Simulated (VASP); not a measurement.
NaCl, 2 atoms in the cell. Symmetry: F-43m, No. 216, cubic system. The conventional cell has a = 6.175 Å, b = 6.175 Å, c = 6.175 Å, α = 90.00°, β = 90.00°, γ = 90.00°. Na (site symmetry -43m) has 4 Cl at 2.67 Å within 3.5 Å. Cl (site symmetry -43m) has 4 Na at 2.67 Å within 3.5 Å. 

- Program: VASP 6.6.1
- Task: single point
- Functional: LDA
- Potentials or basis: VASP PAW LDA potentials, release 64 (Na_pv, Cl)
- Cutoff: 520 eV
- k mesh: 8 × 8 × 8
- Occupations: gaussian, width 0.01 eV
- Spin: no spin polarisation
- Dipole correction: no
- Further INCAR settings: ALGO = Normal; EDIFF = 1e-07; NBANDS = 14

Potentials or basis: VASP PAW LDA potentials, release 64 (Na_pv, Cl).

The run is started by

```bash
$ cat potpaw_LDA.64/Na_pv/POTCAR potpaw_LDA.64/Cl/POTCAR > POTCAR
$ mpirun -np 1 vasp_std > vasp.out
```

Hardware: 1 thread of AMD EPYC 7R13, on a shared host.

Problem. How long does it take, and how much memory?

Solution. It took 27 s on 1 thread of AMD EPYC 7R13 (shared host), peak memory 0.12 GiB. Counts: scf iterations 13, k points 29.
